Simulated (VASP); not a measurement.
# SrO in VASP: notebook, part 2 of 2

VASP 6.6.1. Earlier steps stand in the parts before.

### 3 Single point, LDA (strain +0.050 along x and y, +0.050 along z)

Contents of INCAR:

```
SYSTEM = SrO
PREC     = Accurate       ! precision mode
ENCUT    = 520            ! plane-wave cutoff, eV
EDIFF    = 1E-6           ! SCF threshold, eV
ISMEAR   = 0              ! smearing method
SIGMA    = 0.05           ! smearing width, eV
LREAL    = .False.        ! projectors in reciprocal space
LASPH    = .True.         ! aspherical terms in the spheres
NELM     = 80             ! most SCF steps
ALGO     = Normal         ! electronic algorithm
ISIF     = 2              ! what is computed and relaxed
LWAVE    = .False.        ! write WAVECAR
LCHARG   = .True.         ! write CHGCAR
GGA      = CA             ! functional
LELF     = .True.         ! ELF
LVHAR    = .True.       
NBANDS   = 15             ! bands
```

Contents of KPOINTS:

```
Automatic mesh
0
Gamma
  8 8 8
  0 0 0
```

Contents of POSCAR:

```
SrO
1.0
    0.0000000000      2.6982900000      2.6982900000
    2.6982900000      0.0000000000      2.6982900000
    2.6982900000      2.6982900000      0.0000000000
Sr O
1 1
Direct
    0.0000000000      0.0000000000      0.0000000000
    0.5000000000      0.5000000000      0.5000000000
```

Potentials or basis: VASP PAW LDA potentials, release 64 (Sr_sv, O).

Run with:

```console
> cat potpaw_LDA.64/Sr_sv/POTCAR potpaw_LDA.64/O/POTCAR > POTCAR
> mpirun -np 1 vasp_std > vasp.out
```

OUTCAR:

```text
SYSTEM = SrO
   PREC = Accurate
   ENCUT = 520
   EDIFF = 1E-6
   ISMEAR = 0
   LREAL = .False.
   LASPH = .True.
   NELM = 80
   ISIF = 2
   GGA = CA

 ion  position               nearest neighbor table
   1  0.000  0.000  0.000-   2 2.70   2 2.70   2 2.70   2 2.70   2 2.70   2 2.70
   2  0.500  0.500  0.500-   1 2.70   1 2.70   1 2.70   1 2.70   1 2.70   1 2.70

  LATTYP: Found a face centered cubic cell.
 ALAT       =     5.3965800000

  Lattice vectors:

 A1 = (   0.0000000000,   2.6982900000,   2.6982900000)
 A2 = (   2.6982900000,   0.0000000000,   2.6982900000)
 A3 = (   2.6982900000,   2.6982900000,   0.0000000000)

Analysis of symmetry for initial positions (statically):
=====================================================================
 Subroutine PRICEL returns:
 Original cell was already a primitive cell.

 Routine SETGRP: Setting up the symmetry group for a
 face centered cubic supercell.

 Subroutine GETGRP returns: Found 48 space group operations
 (whereof 48 operations were pure point group operations)
 out of a pool of 48 trial point group operations.

The static configuration has the point symmetry O_h .

Analysis of symmetry for dynamics (positions and initial velocities):
=====================================================================
 Subroutine PRICEL returns:
 Original cell was already a primitive cell.

 Routine SETGRP: Setting up the symmetry group for a
 face centered cubic supercell.

 Subroutine GETGRP returns: Found 48 space group operations
 (whereof 48 operations were pure point group operations)
 out of a pool of 48 trial point group operations.

The dynamic configuration has the point symmetry O_h .

 Subroutine INISYM returns: Found 48 space group operations
 (whereof 48 operations are pure point group operations),
 and found     1 'primitive' translations

----------------------------------------------------------------------------------------

[... 116 lines left out ...]
   LORBIT       =      0    0 simple, 1 ext, 2 COOP (PROOUT), +10 PAW based schemes
   GGA     = CA    functional components
   LHFCALC =     F    Hartree Fock is set to
   AEXX    =    0.0000 exact exchange contribution
   IVDW    =     0    specifies the selected vdW correction
   LEPSILON=     F    determine dielectric tensor
   LRPA    =     F    only Hartree local field effects (RPA)
 non-spin polarized calculation
 Gauss-broadening in eV      SIGMA  =   0.05
  energy-cutoff  :      520.00
  volume of cell :       39.29
 maximum number of plane-waves:      1067
   NGX = 15   NGY = 15   NGZ = 15

 number of electron      15.9999999 magnetization

 Free energy of the ion-electron system (eV)
  ---------------------------------------------------
  ext. energy  EPLUGINS =         0.00000000
  ---------------------------------------------------
  free energy    TOTEN  =       -13.08674781 eV

  energy without entropy =      -13.08674781  energy(sigma->0) =      -13.08674781

 E-fermi :   0.9550     XC(G=0):  -9.8637

 val. band max:        0.7009779727   @ k =   0.0000   0.0000   0.0000
 cond. band min:       3.5693674883   @ k =   0.0000   0.0000   0.0000
 fundamental gap:      2.8683895157
 Fermi energy:         0.9550423147

 k-point     1 :       0.0000    0.0000    0.0000
  band No.  band energies     occupation
      1     -31.9212      2.00000
      2     -13.8765      2.00000
      3     -13.7658      2.00000
      4     -13.7658      2.00000
      5     -13.7658      2.00000
      6       0.7010      2.00000
      7       0.7010      2.00000
      8       0.7010      2.00000
      9       3.5694      0.00000
     10       6.4732      0.00000
     11       6.4732      0.00000
     12       6.4732      0.00000
     13       8.3825      0.00000
     14       8.3825      0.00000
[... 401 lines left out ...]
      2     -15.1216      2.00000
      3     -14.0201      2.00000
      4     -13.9121      2.00000
      5     -12.7297      2.00000
      6      -0.7586      2.00000
      7      -0.0414      2.00000
      8      -0.0248      2.00000
      9       6.4354      0.00000
     10       6.7362      0.00000
     11       8.8332      0.00000
     12       9.2706      0.00000
     13      11.0334      0.00000
     14      12.1258      0.00000
     15      12.1339      0.00000

 [... further k-points ...]
[... 5 lines left out ...]
  --------------------------------------------------------------------------------------
  -------------------------------------------------------------------------------------
  Total       -3.0901682     -3.0901682     -3.0901682     -0.0000000     -0.0000000      0.0000000
  in kB     -126.0076287   -126.0076287   -126.0076287     -0.0000000     -0.0000000      0.0000000
  external PRESSURE =    -126.0076287 kB  Pullay stress =       0.0000000 kB

 VOLUME and BASIS-vectors are now :
 -----------------------------------------------------------------------------
  energy-cutoff  :      520.00
  volume of cell :       39.29
      direct lattice vectors                 reciprocal lattice vectors
     0.000000000  2.698290000  2.698290000    -0.185302543  0.185302543  0.185302543
     2.698290000  0.000000000  2.698290000     0.185302543 -0.185302543  0.185302543
     2.698290000  2.698290000  0.000000000     0.185302543  0.185302543 -0.185302543

 POSITION                                       TOTAL-FORCE (eV/Angst)
 -----------------------------------------------------------------------------------
      0.00000      0.00000      0.00000         0.000000     -0.000000      0.000000
      2.69829      2.69829      2.69829        -0.000000      0.000000     -0.000000
 -----------------------------------------------------------------------------------
    total drift:                                0.000000      0.000000      0.000000

  FREE ENERGIE OF THE ION-ELECTRON SYSTEM (eV)
  ---------------------------------------------------
  free  energy   TOTEN  =       -13.0867478140 eV

  energy  without entropy=      -13.0867478140  energy(sigma->0) =      -13.08674781
```

OSZICAR:

```text
N       E                     dE             d eps       ncg     rms          rms(c)
DAV:   1     0.673434693659E+02    0.67343E+02   -0.81490E+03   870   0.103E+03
DAV:   2    -0.118545379049E+02   -0.79198E+02   -0.73253E+02  1223   0.222E+02
DAV:   3    -0.152287426405E+02   -0.33742E+01   -0.33599E+01  1167   0.408E+01
DAV:   4    -0.152855644414E+02   -0.56822E-01   -0.56812E-01  1107   0.480E+00
DAV:   5    -0.152863812358E+02   -0.81679E-03   -0.81679E-03  1089   0.413E-01    0.133E+01
DAV:   6    -0.133903712785E+02    0.18960E+01   -0.71558E+00   884   0.185E+01    0.161E+01
DAV:   7    -0.131400155062E+02    0.25036E+00   -0.51371E-01   961   0.568E+00    0.867E+00
DAV:   8    -0.130870610194E+02    0.52954E-01   -0.13582E-01  1108   0.362E+00    0.674E-01
DAV:   9    -0.130869695149E+02    0.91504E-04   -0.10885E-02  1006   0.714E-01    0.285E-01
DAV:  10    -0.130867453492E+02    0.22417E-03   -0.30127E-04  1020   0.192E-01    0.158E-01
DAV:  11    -0.130867463750E+02   -0.10259E-05   -0.98288E-05  1066   0.934E-02    0.271E-02
DAV:  12    -0.130867484836E+02   -0.21086E-05   -0.14544E-05  1155   0.306E-02    0.120E-02
DAV:  13    -0.130867478140E+02    0.66966E-06   -0.34085E-06   898   0.174E-02
   1 F= -.13086748E+02 E0= -.13086748E+02  d E =-.101147E-14
```

Wall time 17 s (1 thread of Intel Xeon 8259CL, shared host); peak memory 0.15 GiB.

Results:

- Free energy: -13.0867 eV
- Pressure: -12.6 GPa
- Band gap on the k mesh: 2.87 eV, direct

Levels at points of the mesh, in eV from the valence-band top:
| k point | band 5 | band 6 | band 7 | band 8 | band 9 | band 10 | band 11 | band 12 |
| --- | --- | --- | --- | --- | --- | --- | --- | --- |
| (0.00, 0.00, 0.00) | -14.47 | 0.00 | 0.00 | 0.00 | 2.87 | 5.77 | 5.77 | 5.77 |
| (0.50, 0.00, 0.00) | -13.16 | -1.97 | -0.91 | -0.91 | 5.84 | 7.18 | 7.99 | 7.99 |
| (0.50, 0.50, 0.00) | -14.50 | -0.62 | -0.16 | -0.16 | 3.16 | 6.71 | 8.97 | 9.24 |

Caveat: the cell differs from its parent crystal (strain +0.050 along x and y, +0.050 along z). A k mesh can miss the band edges.

### 4 Single point, LDA (strain -0.050 along x and y, -0.025 along z)

Contents of INCAR:

```
PREC = Accurate
ENCUT = 520
EDIFF = 1E-6
ISMEAR = 0
SIGMA = 0.05
LREAL = F
LASPH = T
NELM = 60
ALGO = Normal
ISIF = 2
LWAVE = F
LCHARG = T
GGA = CA
LELF = T
LVHAR = T
NBANDS = 15
```

Contents of KPOINTS:

```
Automatic mesh
0
Gamma
  8 8 8
```

Contents of POSCAR:

```
SrO
1.0
    0.0000000000      2.4413100000      2.5055550000
    2.4413100000      0.0000000000      2.5055550000
    2.4413100000      2.4413100000      0.0000000000
Sr O
1 1
Direct
    0.0000000000      0.0000000000      0.0000000000
    0.5000000000      0.5000000000      0.5000000000
```

Run with:

```console
> cat potpaw_LDA.64/Sr_sv/POTCAR potpaw_LDA.64/O/POTCAR > POTCAR
> mpirun -np 1 vasp_std > vasp.out
```

Wall time 38 s (1 thread of Intel Xeon 8259CL, shared host); peak memory 0.16 GiB.

The run converged. Its results:

```
Free energy            : -13.2783 eV
Pressure               : 12.0 GPa
Band gap on the k mesh : 2.82 eV, direct
```

Stress tensor (GPa, compression positive):
```
14.16  0.00  0.00
 0.00 14.16  0.00
 0.00  0.00  7.76
```

Levels at points of the mesh, in eV from the valence-band top:
```tsv
k point	band 6	band 7	band 8	band 9	band 10	band 11
(0.00, 0.00, 0.00)	-0.20	-0.06	-0.06	4.65	6.10	6.33
(0.50, 0.00, 0.00)	-2.62	-1.56	-1.55	6.89	9.21	9.44
(0.50, 0.50, 0.00)	-0.38	-0.03	-0.03	2.92	8.71	10.97
(0.50, 0.00, 0.50)	-0.18	-0.17	0.00	2.82	8.69	10.97
```

Caveat: the cell differs from its parent crystal (strain -0.050 along x and y, -0.025 along z).

### 5 Single point, LDA (strain -0.050 along x and y, +0.000 along z)

Contents of INCAR:

```
SYSTEM = SrO
PREC = Accurate ; ENCUT = 520
EDIFF = 1E-6 ; ISMEAR = 0
SIGMA = 0.05 ; LREAL = .FALSE.
LASPH = .TRUE. ; NELM = 60
ALGO = Normal ; ISIF = 2
LWAVE = .FALSE. ; LCHARG = .TRUE.
GGA = CA ; LELF = .TRUE.
LVHAR = .TRUE. ; NBANDS = 15
```

Contents of KPOINTS:

```
regular mesh
0
G
  8 8 8
  0 0 0
```

Contents of POSCAR:

```
SrO
1.0
    0.0000000000      2.4413100000      2.5698000000
    2.4413100000      0.0000000000      2.5698000000
    2.4413100000      2.4413100000      0.0000000000
Sr O
1 1
Direct
    0.0000000000      0.0000000000      0.0000000000
    0.5000000000      0.5000000000      0.5000000000
```

Run with:

```console
> cat potpaw_LDA.64/Sr_sv/POTCAR potpaw_LDA.64/O/POTCAR > POTCAR
> mpirun -np 1 vasp_std > vasp.out
```

It took 44 s on 1 thread of Intel Xeon 8259CL, shared host; peak memory 0.16 GiB.

Results (log left out):

```yaml
Free_energy: -13.3004 eV
Pressure: 8.8 GPa
Band_gap_on_the_k_mesh: 2.81 eV, direct
```

Stress tensor (GPa, compression positive):
```
12.43  0.00  0.00
 0.00 12.43  0.00
 0.00  0.00  1.62
```

Levels at points of the mesh, in eV from the valence-band top:
```tsv
k point	band 6	band 7	band 8	band 9	band 10	band 11
(0.00, 0.00, 0.00)	-0.30	-0.05	-0.05	4.34	5.89	6.34
(0.50, 0.00, 0.00)	-2.59	-1.54	-1.53	6.74	8.95	9.26
(0.50, 0.50, 0.00)	-0.59	-0.05	-0.05	2.99	8.48	10.79
(0.50, 0.00, 0.50)	-0.32	-0.20	0.00	2.81	8.39	10.81
```

Caveat: the cell differs from its parent crystal (strain -0.050 along x and y, +0.000 along z). A k mesh can miss the band edges.

### 6 Single point, LDA (strain -0.025 along x and y, -0.050 along z)

Contents of INCAR:

```
PREC = Accurate
ENCUT = 520
EDIFF = 1E-6
ISMEAR = 0
SIGMA = 0.05
LREAL = F
LASPH = T
NELM = 80
ALGO = Normal
ISIF = 2
LWAVE = F
LCHARG = F
GGA = CA
NBANDS = 15
```

Contents of KPOINTS:

```
regular mesh
0
Gamma
  8 8 8
```

Contents of POSCAR:

```
SrO
1.0
    0.0000000000      2.5055550000      2.4413100000
    2.5055550000      0.0000000000      2.4413100000
    2.5055550000      2.5055550000      0.0000000000
Sr O
1 1
Direct
    0.0000000000      0.0000000000      0.0000000000
    0.5000000000      0.5000000000      0.5000000000
```

Potentials or basis: VASP PAW LDA potentials, release 64 (Sr_sv, O).

Run with:

```console
> cat potpaw_LDA.64/Sr_sv/POTCAR potpaw_LDA.64/O/POTCAR > POTCAR
> mpirun -np 1 vasp_std > vasp.out
```

It took 44 s on 1 thread of Intel Xeon 8259CL, shared host; peak memory 0.16 GiB.

The run converged. Its results:

| Item | Value |
| --- | --- |
| Free energy | -13.3276 eV |
| Pressure | 8.2 GPa |
| Band gap on the k mesh | 2.81 eV, indirect (least direct gap 2.91 eV) |

Stress tensor (GPa, compression positive):
```
 6.14  0.00  0.00
 0.00  6.14  0.00
 0.00  0.00 12.24
```

Levels at points of the mesh, in eV from the valence-band top:
| k point | band 6 | band 7 | band 8 | band 9 | band 10 | band 11 |
| --- | --- | --- | --- | --- | --- | --- |
| (0.00, 0.00, 0.00) | -0.16 | -0.16 | -0.02 | 4.43 | 6.12 | 6.12 |
| (0.50, 0.00, 0.00) | -2.57 | -1.51 | -1.51 | 6.77 | 8.98 | 9.27 |
| (0.50, 0.50, 0.00) | -0.18 | -0.16 | -0.16 | 2.81 | 8.48 | 10.75 |
| (0.50, 0.00, 0.50) | -0.39 | -0.18 | 0.00 | 2.91 | 8.45 | 10.79 |

Caveat: the cell differs from its parent crystal (strain -0.025 along x and y, -0.050 along z).

### 7 Summary

```csv
cell,gap on the mesh (eV),pressure (GPa)
"a = 3.725 Å, angles 60.0°, 2 atoms",3.14,-9.0
"a = 3.816 Å, angles 60.0°, 2 atoms",2.87,-12.6
"a = 3.498, b = 3.498, c = 3.453 Å, angles 60.4, 60.4, 59.1°, 2 atoms",2.82,12.0
"a = 3.545, b = 3.545, c = 3.453 Å, angles 60.9, 60.9, 58.3°, 2 atoms",2.81,8.8
"a = 3.498, b = 3.498, c = 3.543 Å, angles 59.6, 59.6, 60.9°, 2 atoms",2.81,8.2
```

Alike in all rows: task single point; level LDA; potentials or basis VASP PAW LDA potentials, release 64 (Sr_sv, O); no spin polarisation; k mesh 8 × 8 × 8; cutoff (eV) 520; smearing gaussian 0.05 eV.

Absolute energies hang on the potentials; compare differences alone.
